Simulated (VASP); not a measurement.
RbBr:

```
Rb Br
1.0
     0.00000    3.86950    3.86950
     3.86950    0.00000    3.86950
     3.86950    3.86950    0.00000
Rb Br
1 1
Direct
  0.00000 0.00000 0.00000
  0.25000 0.25000 0.25000
```

Base run:

* Program: VASP 6.6.1
* Functional: PBE-based screened hybrid with 10 % exact exchange
* Potentials or basis: VASP PAW PBE potentials, release 64 (Rb_sv, Br)
* Cutoff: 520 eV
* k mesh: 4 × 4 × 4
* Occupations: gaussian, width 0.01 eV
* Spin: no spin polarisation

Its results: band gap on the k mesh 4.42 eV (least direct gap 4.51 eV); pressure 0.1 GPa.

Question: The run is repeated on the same cell with these changes: functional from PBE-based screened hybrid with 10 % exact exchange to PBE-based screened hybrid with 35 % exact exchange; share of exact exchange from 0.1 to 0.35. What comes out?

Answer: Band gap on the k mesh 5.31 eV (least direct gap 5.39 eV); pressure 0.0 GPa.

Caveats: the structure was generated, so it needn't be the stable form of RbBr; the PAW data sets were made with another functional, which shifts forces and pressure a little.

A k mesh can miss the band edges.
